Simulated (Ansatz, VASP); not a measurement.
# Two plane-wave programs on CdS

File INCAR:

```
  PREC = Accurate
  ENCUT = 520
  EDIFF = 1E-6
  ISMEAR = -1
  SIGMA = 0.02
  LREAL = F
  LASPH = T
  NELM = 150
  ALGO = Normal
  ISIF = 2
  LWAVE = F
  LCHARG = F
  ISPIN = 2
  MAGMOM = 0 0.09
  LORBIT = 11
  GGA = PE
  NBANDS = 20
```

The input KPOINTS:

```
regular mesh
0
Gamma
  6 6 6
```

Contents of POSCAR:

```
CdS
1.0
    3.3869086140      0.0000000000      0.0000000000
    0.0000000000      3.3869086140      0.0000000000
    0.0000000000      0.0000000000      3.3869086140
Cd S
1 1
Direct
    0.0000000000      0.0000000000      0.0000000000
    0.5000000000      0.5000000000      0.5000000000
```

Input for Ansatz:

```yaml
crystal:
  lattice:
    - [3.386908614, 0.0, 0.0]
    - [0.0, 3.386908614, 0.0]
    - [0.0, 0.0, 3.386908614]
  atoms:
    - { symbol: Cd, position: [0.0, 0.0, 0.0] }
    - { symbol: S, position: [0.5, 0.5, 0.5] }
kpoints:
  mp_grid: { grid: [6, 6, 6] }
hamiltonian:
  xc: pbe
scf:
  occupations: { method: fermi_dirac, width: 0.02 }
  n_extra_bands: 4
  max_iter: 70
output:
  forces: true
  stress: true
  eigenvalues: true
magnetization:
  spin_polarized: true
  initial_magnetization: 2.0
```

Alike in both runs: task single point; functional PBE; k mesh 6 × 6 × 6; occupations fermi-dirac, width 0.02 eV; collinear spin.

|  | VASP | Ansatz |
| --- | --- | --- |
| version | VASP 6.6.1 | Ansatz 0.2.0 |
| potentials or method | VASP PAW PBE potentials, release 64 (Cd, S) | plane waves |
| plane-wave cutoff (eV) | 520 | 420 |
| valence electrons in the cell | 18 | 26 |

Ansatz gave:

* gap on the k mesh at the Fermi level (eV): none
* pressure (GPa): 1.6
* net moment per atom (μB): 0.04
* size of the moment on the site where the two differ most (μB): 0.08

Task: What did VASP give for the same quantities?

Result: gap on the k mesh at the Fermi level (eV): none; pressure (GPa): 2.0; net moment per atom (μB): 0.04; size of the moment on the site where the two differ most (μB): 0.06.

Site moments also hang on the region over which each program counts them. A gap of «none» marks a metal or a gap that the smearing closes. The functional is the same, so the differences come from potentials, cutoffs and numerics. VASP's potentials hold 18 valence electrons a cell and Ansatz's 26, so a difference there can come from the potentials and not from the codes. Ansatz's warnings: moment headroom below auto, seeded moment not kept.
